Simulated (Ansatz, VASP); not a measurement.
Cu in VASP and in Ansatz

File INCAR:

```
SYSTEM = Cu
ALGO = Normal
EDIFF = 1E-6
ENCUT = 600
GGA = CA
GGA_COMPAT = .FALSE.
ISIF = 2
ISMEAR = -1
LASPH = .TRUE.
LCHARG = .FALSE.
LREAL = .FALSE.
LWAVE = .FALSE.
NBANDS = 12
NELM = 120
PREC = Accurate
SIGMA = 0.05
```

KPOINTS

```
k-points
0
G
  14 14 14
  0 0 0
```

File POSCAR:

```
Cu
1.0
   -1.4427933200      1.4427933200      1.3760814500
    1.4427933200     -1.4427933200      1.3760814500
    1.4427933200      1.4427933200     -1.3760814500
Cu
1
Direct
    0.0000000000      0.0000000000      0.0000000000
```

Input for Ansatz:

```yaml
crystal:
  lattice:
    - [-1.44279332, 1.44279332, 1.37608145]
    - [1.44279332, -1.44279332, 1.37608145]
    - [1.44279332, 1.44279332, -1.37608145]
  atoms:
    - { symbol: Cu, position: [0.0, 0.0, 0.0] }
kpoints:
  mp_grid: { grid: [14, 14, 14] }
scf:
  occupations: { method: fermi_dirac, width: 0.05 }
  lower_state_search: "off"
hamiltonian:
  xc: lda
  pseudopotentials: { kind: all_electron, lapw: { basis_error: 0.001 } }
output:
  forces: true
  stress: true
  eigenvalues: false
  populations: true
  dos: { projected: true, de: 0.1, e_range: [-8, 5] }
```

Alike in both runs: task single point; functional LDA; k mesh 14 × 14 × 14; occupations fermi-dirac, width 0.05 eV; no spin polarisation.

|  | VASP | Ansatz |
| --- | --- | --- |
| version | VASP 6.6.1 | Ansatz 0.2.0 |
| potentials or method | VASP PAW LDA potentials, release 64 (Cu), cutoff 600 eV | all-electron LAPW, scalar-relativistic |

|  | VASP | Ansatz | Ansatz less VASP |
| --- | --- | --- | --- |
| pressure (GPa) | -6.9 | -7.9 | -0.93 |
| traceless stress, the component that is largest in VASP (GPa) | -0.47 | -0.45 | +0.018 |

LDA's correlation is that of Perdew and Zunger in VASP and of Perdew and Wang (1992) in Ansatz. Ansatz ran all-electron here, and VASP with PAW potentials.
